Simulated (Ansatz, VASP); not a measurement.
## BN in VASP and in Ansatz

Contents of INCAR:

```
ALGO = Normal
EDIFF = 1E-6
ENCUT = 520
GGA = PE
ISIF = 2
ISMEAR = 0
LASPH = T
LCHARG = T
LELF = T
LREAL = F
LVHAR = T
LWAVE = F
NBANDS = 11
NELM = 100
PREC = Accurate
SIGMA = 0.05
```

The input KPOINTS:

```
k-points
0
Gamma
  12 12 12
```

The input POSCAR:

```
BN
1.0
    0.0000000000      1.7402354607      1.8716234251
    1.8716234251      0.0000000000      1.8716234251
    1.8716234251      1.7402354607      0.0000000000
B N
1 1
Direct
    0.0000000000      0.0000000000      0.0000000000
    0.7500000000      0.7500000000      0.7500000000
```

Input for Ansatz:

```yaml
crystal:
  lattice:
    - [0.0, 1.7402354607, 1.8716234251]
    - [1.8716234251, 0.0, 1.8716234251]
    - [1.8716234251, 1.7402354607, 0.0]
  atoms:
    - { symbol: B, position: [0.0, 0.0, 0.0] }
    - { symbol: "N", position: [0.75, 0.75, 0.75] }
basis:
  ecutwfc: 520.0
kpoints:
  mp_grid: { grid: [12, 12, 12] }
hamiltonian:
  xc: pbe
scf:
  occupations: { method: gaussian, width: 0.05 }
output:
  forces: true
  stress: true
  eigenvalues: true
```

Alike in both runs: task single point; functional PBE; k mesh 12 × 12 × 12; occupations gaussian, width 0.05 eV; no spin polarisation.

|  | VASP | Ansatz |
| --- | --- | --- |
| version | VASP 6.6.1 | Ansatz 0.2.0 |
| potentials or method | VASP PAW PBE potentials, release 64 (B, N), cutoff 520 eV | scalar-relativistic, plane waves, PAW |
| valence electrons in the cell | 8 | 8 |

|  | VASP | Ansatz | Ansatz less VASP |
| --- | --- | --- | --- |
| gap on the k mesh at the Fermi level (eV) | 3.26 | 3.27 | +0.011 |
| least direct gap on the mesh (eV) | 7.96 | 7.97 | +0.010 |
| pressure (GPa) | -8.4 | -8.5 | -0.15 |
| traceless stress, the component that is largest in VASP (GPa) | 26.10 | 26.09 | -0.016 |
